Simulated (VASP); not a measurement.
## H: single point with HSE06

H:

```
H
1.0
     2.71575   -2.56495    0.00000
     2.71575    2.56495    0.00000
     0.00000    0.00000    4.42481
H
4
Direct
  0.95205 0.04795 0.06412
  0.45205 0.54795 0.43588
  0.54795 0.45205 0.56412
  0.04795 0.95205 0.93588
```

- Program: VASP 6.6.1
- Task: single point
- Functional: HSE06
- Potentials or basis: VASP PAW PBE potentials, release 64 (H)
- Cutoff: 520 eV
- k mesh: 6 × 6 × 4
- Occupations: gaussian, width 0.02 eV
- Spin: no spin polarisation

```
Pressure               : -0.4 GPa
Largest force          : 0.206 eV/Å
Band gap on the k mesh : 10.87 eV, indirect (least direct gap 11.40 eV)
```

Forces in eV/Å, atoms in the order of the input:
```
H    0.000 -0.135 -0.155
H    0.000 -0.135  0.155
H    0.000  0.135 -0.155
H    0.000  0.135  0.155
```

Stress tensor (GPa, compression positive):
```
-0.11  0.00  0.00
 0.00 -0.49  0.00
 0.00  0.00 -0.57
```

Levels at points of the mesh, in eV from the valence-band top:
```csv
k point,band 1,band 2,band 3,band 4,band 5,band 6,band 7
"(0.00, 0.00, 0.00)",-1.55,0.00,12.65,13.78,14.88,16.61,16.98
"(0.50, 0.00, 0.00)",-0.61,-0.61,12.22,12.22,15.20,15.20,18.66
"(0.50, 0.50, 0.00)",-0.51,-0.26,11.45,11.94,15.47,16.55,16.79
"(0.00, 0.00, 0.50)",-0.78,-0.78,12.04,12.04,17.08,17.08,18.82
"(0.50, 0.00, 0.50)",-0.53,-0.53,10.87,10.87,17.10,17.10,18.55
"(0.50, 0.50, 0.50)",-0.33,-0.33,12.74,12.74,13.86,13.86,14.31
```

Wall time 15 min on 1 thread of Oxide Virtual Turin-like Processor, on a shared host, peak memory 0.25 GiB.

Caveat: the PAW data sets were made with another functional, which shifts forces and pressure a little. A k mesh can miss the band edges.
